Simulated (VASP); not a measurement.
Set up this calculation in VASP 6.6.1, as the native input.

| Item | Value |
| --- | --- |
| Task | single point |
| Functional | LDA |
| Potentials or basis | VASP PAW LDA potentials, release 64 (Si, N) |
| Cutoff | 600 eV |
| k mesh | 6 × 6 × 6 |
| Occupations | gaussian, width 0.02 eV |
| Spin | no spin polarisation |
| Dipole correction | no |
| Further INCAR settings | ALGO = Normal; EDIFF = 1e-06; NBANDS = 45 |

The structure of Si3N4 (lda) lies in POSCAR:

```
Si3N4
1.0
    0.0000000000      3.8454291899      3.8454291899
    3.8454291899      0.0000000000      3.8454291899
    3.8454291899      3.8454291899      0.0000000000
Si N
6 8
Direct
    0.6250000000      0.6250000000      0.1250000000
    0.6250000000      0.1250000000      0.6250000000
    0.1250000000      0.6250000000      0.6250000000
    0.6250000000      0.6250000000      0.6250000000
    0.2500000000      0.2500000000      0.2500000000
    0.0000000000      0.0000000000      0.0000000000
    0.8675694658      0.8675694658      0.8675694658
    0.8527083975      0.3824305342      0.3824305342
    0.3824305342      0.3824305342      0.8527083975
    0.3824305342      0.8527083975      0.3824305342
    0.8675694658      0.8675694658      0.3972916025
    0.8675694658      0.3972916025      0.8675694658
    0.3824305342      0.3824305342      0.3824305342
    0.3972916025      0.8675694658      0.8675694658
```

One way to write it, as run:

INCAR

```
ALGO = Normal
EDIFF = 1E-6
ENCUT = 600
GGA_COMPAT = F
ISIF = 2
ISMEAR = 0
LASPH = T
LCHARG = F
LREAL = F
LWAVE = F
NBANDS = 45
NELM = 120
PREC = Accurate
SIGMA = 0.02
```

KPOINTS

```
k-points
0
Gamma
  6 6 6
```

Potentials or basis: VASP PAW LDA potentials, release 64 (Si, N).

The run is started by

```console
$ cat potpaw_LDA.64/Si/POTCAR potpaw_LDA.64/N/POTCAR > POTCAR
$ mpirun -np 1 vasp_std > vasp.out
```

Results of the run:

```yaml
Pressure: 0.6 GPa
Largest_force: 0.015 eV/Å
Band_gap_on_the_k_mesh: 3.35 eV, indirect (least direct gap 3.38 eV)
```

Wall time 2.8 min on 1 thread of Intel Xeon 8259CL, on a shared host, peak memory 0.28 GiB.
